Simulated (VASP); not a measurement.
A run of VASP 6.6.1 is set up as follows.

Contents of POSCAR:

```
Cu
1.0
    0.0000000000      1.7953687620      1.7953687620
    1.7953687620      0.0000000000      1.7953687620
    1.7953687620      1.7953687620      0.0000000000
Cu
1
Direct
    0.0000000000      0.0000000000      0.0000000000
```

File INCAR.step1:

```
PREC = Accurate
ENCUT = 520
EDIFF = 1E-5
ISMEAR = -1
SIGMA = 0.05
LREAL = False
LASPH = True
NELM = 120
ALGO = Normal
ISIF = 2
LWAVE = True
LCHARG = False
GGA = PE
NBANDS = 12
GGA_COMPAT = False
```

INCAR.step2

```
PREC = Accurate
ENCUT = 520
EDIFF = 1E-6
ISMEAR = -1
SIGMA = 0.05
LREAL = False
LASPH = True
NELM = 120
ALGO = Normal
ISIF = 2
LWAVE = False
LCHARG = False
GGA = PE
LHFCALC = True
AEXX = 0.25
PRECFOCK = Normal
ISTART = 1
NBANDS = 12
GGA_COMPAT = False
```

The input KPOINTS:

```
Automatic mesh
0
Gamma
  8 8 8
```

Potentials or basis: VASP PAW PBE potentials, release 64 (Cu).

Command:

```console
$ cat potpaw_PBE.64/Cu/POTCAR > POTCAR
$ cp INCAR.step1 INCAR
$ mpirun -np 1 vasp_std > vasp.out
$ cp INCAR.step2 INCAR
$ mpirun -np 1 vasp_std > vasp.out
```

**Question.** What does it give for the pressure?

**Answer.** 5.4 GPa.

**Question.** Estimate the band gap on the k mesh.

**Answer.** Zero (an odd number of electrons rules out a gap without spin polarisation).

Caveat: the k points lie up to 0.38 Å⁻¹ apart, too coarse for converged energies and pressures of a metal; the PAW data sets were made with another functional, which shifts forces and pressure a little.
